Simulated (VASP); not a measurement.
Input of a VASP 6.6.1 run:

Contents of INCAR:

```
SYSTEM = Ge
PREC = Accurate
ENCUT = 520
EDIFF = 1E-6
ISMEAR = -1
SIGMA = 0.05
LREAL = .False.
LASPH = .True.
NELM = 80
ALGO = Normal
ISIF = 2
LWAVE = .False.
LCHARG = .True.
LELF = .True.
LVHAR = .True.
NBANDS = 21
```

File KPOINTS:

```
regular mesh
0
Gamma
  8 8 8
  0 0 0
```

The input POSCAR:

```
Ge
1.0
    0.0000000000      2.7711609388      2.7711609388
    2.7711609388      0.0000000000      2.7711609388
    2.7711609388      2.7711609388      0.0000000000
Ge
2
Direct
    0.7500000000      0.7500000000      0.7500000000
    0.5000000000      0.5000000000      0.5000000000
```

Potentials or basis: VASP PAW LDA potentials, release 64 (Ge_d).

Launch:

```console
$ cat potpaw_LDA.64/Ge_d/POTCAR > POTCAR
$ mpirun -np 1 vasp_std > vasp.out
```

(1) What does it give for the band gap on the k mesh?

(2) Predict the pressure.

## Answers

(1) 0.26 eV, indirect (least direct gap 0.43 eV).

(2) 3.7 GPa.
